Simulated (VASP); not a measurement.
A run of VASP 6.6.1 is set up as follows.

Contents of INCAR:

```
SYSTEM = TaBe3Se5
  PREC = Accurate
  ENCUT = 600
  EDIFF = 1E-7
  ISMEAR = 0
  SIGMA = 0.1
  LREAL = .FALSE.
  LASPH = .TRUE.
  NELM = 120
  ALGO = Normal
  ISIF = 3
  LWAVE = .FALSE.
  LCHARG = .FALSE.
  GGA = PE
  IBRION = 2
  NSW = 90
  EDIFFG = -0.04
  GGA_COMPAT = .FALSE.
  NELMIN = 4
```

KPOINTS

```
regular mesh
0
G
  6 6 2
  0 0 0
```

POSCAR

```
TaBe3Se5
1.0
    4.9853655400      0.0000000000      0.0000000000
   -2.4926827700      4.3174532000      0.0000000000
    0.0000000000      0.0000000000      9.9250890800
Ta Be Se
1 3 5
Direct
    0.0000000000      0.0000000000      0.5000000000
    0.5000000000      0.0000000000      0.0000000000
    0.0000000000      0.5000000000      0.0000000000
    0.5000000000      0.5000000000      0.0000000000
    0.0000000000      0.0000000000      0.7336447700
    0.0000000000      0.0000000000      0.2663552300
    0.5000000000      0.0000000000      0.5000000000
    0.0000000000      0.5000000000      0.5000000000
    0.5000000000      0.5000000000      0.5000000000
```

Potentials or basis: VASP PAW PBE potentials, release 64 (Ta_pv, Be, Se).

The run is started by

```console
$ cat potpaw_PBE.64/Ta_pv/POTCAR potpaw_PBE.64/Be/POTCAR potpaw_PBE.64/Se/POTCAR > POTCAR
$ mpirun -np 1 vasp_std > vasp.out
```

Q: What does it give for the relaxed volume?

A: 22.01 Å³/atom.

Q: What does it give for the space group after relaxing (to 0.1 Å)?

A: P6/mmm (No. 191).

Q: Estimate the band gap on the k mesh.

A: Zero (an odd number of electrons rules out a gap without spin polarisation).

Forces in eV/Å, atoms in the order of the input:
```
Ta   0.000  0.000  0.000
Be   0.000  0.000  0.000
Be   0.000  0.000  0.000
Be   0.000  0.000  0.000
Se   0.000  0.000  0.014
Se   0.000  0.000 -0.014
Se   0.000  0.000  0.000
Se   0.000  0.000  0.000
Se   0.000  0.000  0.000
```

Caveat: a cell axis changed by over 15 % at a fixed basis, so the end point is rough; spin-orbit coupling is left out, which moves the levels of the heavy elements; an odd number of electrons without spin polarisation forces a metal; a magnetic or distorted state may lie lower.
